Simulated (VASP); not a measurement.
Crystal: GaSb.

```
Sb Ga
1.0
     0.00000    3.11900    3.11900
     3.11900    0.00000    3.11900
     3.11900    3.11900    0.00000
Sb Ga
1 1
Direct
  0.75000 0.75000 0.75000
  0.00000 0.00000 0.00000
```

Base run:

* Program: VASP 6.6.1
* Functional: revPBE
* Dispersion: D3(BJ)
* Potentials or basis: VASP PAW PBE potentials, release 64 (Sb, Ga_d)
* Cutoff: 520 eV
* k mesh: 8 × 8 × 8
* Occupations: fermi-dirac, width 0.05 eV
* Spin: no spin polarisation

Its results: band gap on the k mesh zero (filled and empty bands touch); pressure -2.9 GPa.

Task: The run is repeated on the same cell with these changes: dispersion from D3(BJ) to none. What comes out?

Result: Band gap on the k mesh zero (filled and empty bands touch); pressure 0.6 GPa.

Dispersion adds attraction, which lowers the pressure at fixed volume and, as a term added to the energy, leaves the levels alone.

Caveats: the PAW data sets were made with another functional, which shifts forces and pressure a little; spin-orbit coupling is left out, which moves the levels of the heavy elements; pairwise dispersion overbinds metals, which lowers pressure and volume (some runs).
